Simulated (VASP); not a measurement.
# CuO (P6_3/mmc) in VASP: a series of runs, part 2 of 2

VASP 6.6.1.

**4. Single point, PBE**

Contents of INCAR:

```
PREC = Accurate
ENCUT = 520
EDIFF = 1E-6
ISMEAR = -1
SIGMA = 0.05
LREAL = F
LASPH = T
NELM = 80
ALGO = Normal
ISIF = 2
LWAVE = F
LCHARG = T
GGA = PE
LELF = T
LVHAR = T
NBANDS = 25
```

Contents of KPOINTS:

```
regular mesh
0
Gamma
  10 10 6
```

Contents of POSCAR:

```
CuO
1.0
    3.1795331000      0.0000000000      0.0000000000
   -1.5897665500      2.7535564400      0.0000000000
    0.0000000000      0.0000000000      4.4314907300
Cu O
2 2
Direct
    0.0000000000      0.0000000000      0.0000000000
    0.0000000000      0.0000000000      0.5000000000
    0.3333333333      0.6666666667      0.2500000000
    0.6666666667      0.3333333333      0.7500000000
```

Potentials or basis: VASP PAW PBE potentials, release 64 (Cu, O).

Launch:

```
$ cat potpaw_PBE.64/Cu/POTCAR potpaw_PBE.64/O/POTCAR > POTCAR
$ mpirun -np 1 vasp_std > vasp.out
```

OUTCAR:

```text
PREC = Accurate
   ENCUT = 520
   EDIFF = 1E-6
   ISMEAR = -1
   LREAL = F
   LASPH = T
   NELM = 80
   ISIF = 2
   GGA = PE

 ion  position               nearest neighbor table
   1  0.000  0.000  0.000-   3 2.14   4 2.14   4 2.14   3 2.14   4 2.14   3 2.14   2 2.22   2 2.22

   2  0.000  0.000  0.500-   3 2.14   4 2.14   4 2.14   3 2.14   4 2.14   3 2.14   1 2.22   1 2.22

   3  0.333  0.667  0.250-   1 2.14   2 2.14   1 2.14   2 2.14   1 2.14   2 2.14
   4  0.667  0.333  0.750-   1 2.14   2 2.14   1 2.14   2 2.14   1 2.14   2 2.14

  LATTYP: Found a hexagonal cell.
 ALAT       =     3.1795331000
 C/A-ratio  =     1.3937551806

  Lattice vectors:

 A1 = (   3.1795331000,   0.0000000000,   0.0000000000)
 A2 = (  -1.5897665500,   2.7535564400,   0.0000000000)
 A3 = (   0.0000000000,   0.0000000000,   4.4314907300)

Analysis of symmetry for initial positions (statically):
=====================================================================
 Subroutine PRICEL returns:
 Original cell was already a primitive cell.

 Routine SETGRP: Setting up the symmetry group for a
 hexagonal supercell.

 Subroutine GETGRP returns: Found 24 space group operations
 (whereof 12 operations were pure point group operations)
 out of a pool of 24 trial point group operations.

The static configuration has the point symmetry D_3d.
 The point group associated with its full space group is D_6h.

Analysis of symmetry for dynamics (positions and initial velocities):
=====================================================================
 Subroutine PRICEL returns:
 Original cell was already a primitive cell.

 Routine SETGRP: Setting up the symmetry group for a
 hexagonal supercell.

 Subroutine GETGRP returns: Found 24 space group operations
 (whereof 12 operations were pure point group operations)
 out of a pool of 24 trial point group operations.

The dynamic configuration has the point symmetry D_3d.
 The point group associated with its full space group is D_6h.

 Subroutine INISYM returns: Found 24 space group operations
 (whereof 12 operations are pure point group operations),
 and found     1 'primitive' translations

----------------------------------------------------------------------------------------

                                     Primitive cell

  volume of cell :      38.7978

  direct lattice vectors                    reciprocal lattice vectors
     3.179533100  0.000000000  0.000000000     0.314511587  0.181583349  0.000000000
    -1.589766550  2.753556440  0.000000000     0.000000000  0.363166698  0.000000000
     0.000000000  0.000000000  4.431490730     0.000000000  0.000000000  0.225657699

  length of vectors
     3.179533100  3.179533103  4.431490730     0.363166698  0.363166698  0.225657699

  position of ions in fractional coordinates (direct lattice)
     0.000000000  0.000000000  0.000000000
     0.000000000  0.000000000  0.500000000
     0.333333333  0.666666667  0.250000000
     0.666666667  0.333333333  0.750000000

  ion indices of the primitive-cell ions
   primitive index   ion index
                 1           1
                 2           2
                 3           3
                 4           4

----------------------------------------------------------------------------------------

[... 25 lines left out ...]
            Coordinates               Weight
  0.000000  0.000000  0.000000      1.000000
  0.100000  0.000000  0.000000      6.000000
  0.200000  0.000000  0.000000      6.000000
  0.300000  0.000000  0.000000      6.000000
  0.400000  0.000000  0.000000      6.000000
  0.500000  0.000000  0.000000      3.000000
[... 16 lines left out ...]
  0.300000  0.100000  0.166667     24.000000
  0.400000  0.100000  0.166667     24.000000
 [... further k-points ...]
   k-points           NKPTS =     56   k-points in BZ     NKDIM =     56   number of bands    NBANDS=     25
   number of dos      NEDOS =    301   number of ions     NIONS =      4
   total plane-waves  NPLWV =  20736
   dimension x,y,z NGX =    24 NGY =   24 NGZ =   36
   dimension x,y,z NGXF=    48 NGYF=   48 NGZF=   72
   ions per type =               2   2
   NGX,Y,Z   is equivalent  to a cutoff of  12.55, 12.55, 13.51 a.u.
   NGXF,Y,Z  is equivalent  to a cutoff of  25.10, 25.10, 27.01 a.u.
 SYSTEM =  unknown system
   PREC   = accura    normal or accurate (medium, high low for compatibility)
   ISTART =      0    job   : 0-new  1-cont  2-samecut
   ICHARG =      2    charge: 1-file 2-atom 10-const
   ISPIN  =      1    spin polarized calculation?
   LNONCOLLINEAR =      F non collinear calculations
   LSORBIT =      F    spin-orbit coupling
   LASPH  =      T    aspherical Exc in radial PAW
   ENCUT  =  520.0 eV  38.22 Ry    6.18 a.u.   5.91  5.91  8.24*2*pi/ulx,y,z
   NELM   =     80;   NELMIN=  2; NELMDL= -5     # of ELM steps
   EDIFF  = 0.1E-05   stopping-criterion for ELM
   LREAL  =      F    real-space projection
   EDIFFG = 0.1E-04   stopping-criterion for IOM
   NSW    =      0    number of steps for IOM
   IBRION =     -1    ionic relax: 0-MD 1-quasi-New 2-CG
   NFREE  =      0    steps in history (QN), initial steepest desc. (CG)
   ISIF   =      2    stress and relaxation
   ISYM   =      2    0-nonsym 1-usesym 2-fastsym
   POTIM  = 0.5000    time-step for ionic-motion
   TEBEG  =    0.0;   TEEND  =   0.0 temperature during run
   PSTRESS=    0.0 pullay stress
   NELECT =      34.0000    total number of electrons
   NUPDOWN=      -1.0000    fix difference up-down
   EMIN   =  10.00;   EMAX   =-10.00  energy-range for DOS
   EFERMI =   0.00;   METHOD = LEGACY
   ISMEAR =    -1;   SIGMA  =   0.05  broadening in eV -4-tet -1-fermi 0-gaus
   EFERMI_NEDOS =   21; number of points for ismear=-14 and -15
   IALGO  =     38    algorithm
   IMIX   =      4    mixing-type and parameters
     AMIX     =   0.40;   BMIX     =  1.00
     AMIX_MAG =   1.60;   BMIX_MAG =  1.00
  volume/ion in A,a.u.               =       9.70        65.46
  Fermi-wavevector in a.u.,A,eV,Ry     =   1.566626  2.960494 33.393023  2.454318
  Thomas-Fermi vector in A             =   2.668926
   LORBIT       =      0    0 simple, 1 ext, 2 COOP (PROOUT), +10 PAW based schemes
   GGA     = PE    functional components
   LHFCALC =     F    Hartree Fock is set to
   AEXX    =    0.0000 exact exchange contribution
   IVDW    =     0    specifies the selected vdW correction
   LEPSILON=     F    determine dielectric tensor
   LRPA    =     F    only Hartree local field effects (RPA)
 non-spin polarized calculation
  energy-cutoff  :      520.00
  volume of cell :       38.80
 maximum number of plane-waves:      1056
 NGX is ok and might be reduce to    24
   NGX = 11   NGY = 11   NGZ = 17

 number of electron      34.0000021 magnetization

 Free energy of the ion-electron system (eV)
  ---------------------------------------------------
  ext. energy  EPLUGINS =         0.00000000
  ---------------------------------------------------
  free energy    TOTEN  =       -18.13499450 eV

  energy without entropy =      -18.10733472  energy(sigma->0) =      -18.12116461

 E-fermi :   5.7250     XC(G=0): -12.2125

 val. band max:        5.7103880845   @ k =   0.2000   0.2000   0.5000
 cond. band min:       5.7414942473   @ k =   0.3000   0.0000   0.0000
 fundamental gap:      0.0311061628
 Fermi energy:         5.7250090175

 k-point     1 :       0.0000    0.0000    0.0000
  band No.  band energies     occupation
      1     -13.5012      2.00000
      2     -11.9357      2.00000
      3      -0.8128      2.00000
      4       0.3811      2.00000
      5       0.3811      2.00000
      6       1.4640      2.00000
[... 661 lines left out ...]
     24      18.4527      0.00000
     25      19.3822      0.00000

 [... further k-points ...]

------------------------ aborting loop because EDIFF is reached ----------------------------------------

  FORCE on cell =-STRESS in cart. coord.  units (eV):
  Direction    XX          YY          ZZ          XY          YZ          ZX
  --------------------------------------------------------------------------------------
  -------------------------------------------------------------------------------------
  Total       -2.2147317     -2.2147317      9.2102932      0.0000000      0.0000000     -0.0000000
  in kB      -91.4585955    -91.4585957    380.3442561      0.0000000      0.0000000     -0.0000000
  external PRESSURE =      65.8090216 kB  Pullay stress =       0.0000000 kB

 VOLUME and BASIS-vectors are now :
 -----------------------------------------------------------------------------
  energy-cutoff  :      520.00
  volume of cell :       38.80
      direct lattice vectors                 reciprocal lattice vectors
     3.179533100  0.000000000  0.000000000     0.314511587  0.181583349  0.000000000
    -1.589766550  2.753556440  0.000000000     0.000000000  0.363166698  0.000000000
     0.000000000  0.000000000  4.431490730     0.000000000  0.000000000  0.225657699

 POSITION                                       TOTAL-FORCE (eV/Angst)
 -----------------------------------------------------------------------------------
      0.00000      0.00000      0.00000        -0.000000      0.000000      0.000000
      0.00000      0.00000      2.21575         0.000000      0.000000      0.000000
     -0.00000      1.83570      1.10787         0.000000     -0.000000      0.000000
      1.58977      0.91785      3.32362         0.000000      0.000000      0.000000
 -----------------------------------------------------------------------------------
    total drift:                               -0.000000      0.000000      0.000000

  FREE ENERGIE OF THE ION-ELECTRON SYSTEM (eV)
  ---------------------------------------------------
  free  energy   TOTEN  =       -18.1349945002 eV

  energy  without entropy=      -18.1073347168  energy(sigma->0) =      -18.12116461
```

OSZICAR:

```text
N       E                     dE             d eps       ncg     rms          rms(c)
DAV:   1     0.278279998861E+03    0.27828E+03   -0.16684E+04  3105   0.219E+03
DAV:   2     0.942261375396E+01   -0.26886E+03   -0.24966E+03  2838   0.395E+02
DAV:   3    -0.226043937606E+02   -0.32027E+02   -0.29819E+02  3392   0.147E+02
DAV:   4    -0.237550445689E+02   -0.11507E+01   -0.11389E+01  3470   0.305E+01
DAV:   5    -0.237721685645E+02   -0.17124E-01   -0.17116E-01  3574   0.339E+00    0.162E+01
DAV:   6    -0.218948414527E+02    0.18773E+01   -0.32513E+01  3995   0.144E+02    0.140E+01
DAV:   7    -0.180832106118E+02    0.38116E+01   -0.96459E+00  3378   0.112E+02    0.248E+00
DAV:   8    -0.181849026369E+02   -0.10169E+00   -0.13800E+00  2973   0.844E+00    0.180E+00
DAV:   9    -0.181412675912E+02    0.43635E-01   -0.43780E-02  4724   0.689E+00    0.811E-01
DAV:  10    -0.181359617859E+02    0.53058E-02   -0.13826E-02  4385   0.192E+00    0.446E-01
DAV:  11    -0.181349264799E+02    0.10353E-02   -0.63219E-03  3548   0.689E-01    0.127E-01
DAV:  12    -0.181349428494E+02   -0.16370E-04   -0.30929E-04  4386   0.321E-01    0.663E-02
DAV:  13    -0.181349926781E+02   -0.49829E-04   -0.98109E-05  3854   0.195E-01    0.968E-03
DAV:  14    -0.181349950436E+02   -0.23655E-05   -0.19704E-05  4371   0.530E-02    0.748E-03
DAV:  15    -0.181349945002E+02    0.54338E-06   -0.82294E-07  2077   0.282E-02
   1 F= -.18134995E+02 E0= -.18121165E+02  d E =-.276598E-01
```

Wall time 33 s (1 thread of AMD EPYC 9R45 (Zen 5), shared host); peak memory 0.15 GiB.

Results:

```
Free energy            : -18.1350 eV
Pressure               : 6.6 GPa
Band gap on the k mesh : zero (bands 17 and 18 overlap by 1.14 eV)
```

Stress tensor (GPa, compression positive):
```
-9.15  0.00  0.00
 0.00 -9.15  0.00
 0.00  0.00 38.03
```

Levels at points of the mesh, in eV from the Fermi level:
```csv
k point,band 14,band 15,band 16,band 17,band 18,band 19,band 20,band 21
"(0.00, 0.00, 0.00)",-1.46,-1.46,-0.14,0.59,0.59,1.43,5.08,11.42
"(0.50, 0.00, 0.00)",-1.67,-1.48,-1.23,0.35,0.48,6.68,6.78,9.74
"(0.00, 0.00, 0.50)",-2.32,-0.15,-0.15,-0.15,-0.15,4.19,4.19,13.88
"(0.50, 0.00, 0.50)",-1.88,-0.54,-0.54,-0.54,-0.54,5.92,5.92,10.21
```

Caveat: the cell stands under pressure; semilocal functionals often make such compounds metallic where correlation or magnetic order opens a gap, which also shifts bond lengths. With open d or f shells a metallic result of PBE can be an artefact of self-interaction; +U or a hybrid may open a gap.

**5. Summary**

```csv
level,U,cell,gap on the mesh (eV),pressure (GPa)
r2SCAN+U,Cu d U = 4.5 eV,"a = 3.180, b = 3.180, c = 4.431 Å, angles 90.0, 90.0, 120.0°, 4 atoms",none,-5.2
PBE,-,"a = 3.115, b = 3.115, c = 4.341 Å, angles 90.0, 90.0, 120.0°, 4 atoms",none,20.5
PBE,-,"a = 3.180, b = 3.180, c = 4.431 Å, angles 90.0, 90.0, 120.0°, 4 atoms",none,6.6
```

Alike in all rows: task single point; potentials or basis VASP PAW PBE potentials, release 64 (Cu, O); no spin polarisation; k mesh 10 × 10 × 6; cutoff (eV) 520; smearing fermi-dirac 0.05 eV.

Caveats: the cell stands under pressure (at least some runs); semilocal functionals often make such compounds metallic where correlation or magnetic order opens a gap, which also shifts bond lengths (at least some runs); the cell stands under tension (at least some runs); the PAW data sets were made with another functional, which shifts forces and pressure a little (at least some runs); U without spin polarisation on a metal has little footing (at least some runs).

Total energies depend on the potentials used, so only differences within one code and one set of settings carry meaning.
